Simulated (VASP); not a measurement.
HPbNO4, 14 atoms in the cell. The typed cell holds 14 atoms: a = 4.120 Å, b = 6.427 Å, c = 8.387 Å, α = 67.04°, β = 89.96°, γ = 89.98°. 

- Program: VASP 6.6.1
- Task: single point
- Functional: revPBE
- Potentials or basis: VASP PAW PBE potentials, release 64 (H, Pb_d, N, O)
- Cutoff: 520 eV
- k mesh: 5 × 4 × 3
- Occupations: fermi-dirac, width 0.05 eV
- Spin: no spin polarisation
- Dipole correction: no
- Further INCAR settings: ALGO = Normal; EDIFF = 1e-06; NBANDS = 57

Potentials or basis: VASP PAW PBE potentials, release 64 (H, Pb_d, N, O).

Launch:

```console
$ cat potpaw_PBE.64/H/POTCAR potpaw_PBE.64/Pb_d/POTCAR potpaw_PBE.64/N/POTCAR potpaw_PBE.64/O/POTCAR > POTCAR
$ mpirun -np 1 vasp_std > vasp.out
```

Hardware: 1 thread of Intel(R) Xeon(R) 6975P-C (Granite Rapids), on a shared host.

**Question.** Estimate the wall time of this run.

**Answer.** Wall time 3.9 min on 1 thread of Intel(R) Xeon(R) 6975P-C (Granite Rapids) (shared host), peak memory 0.46 GiB. Counts: scf iterations 16, k points 31.
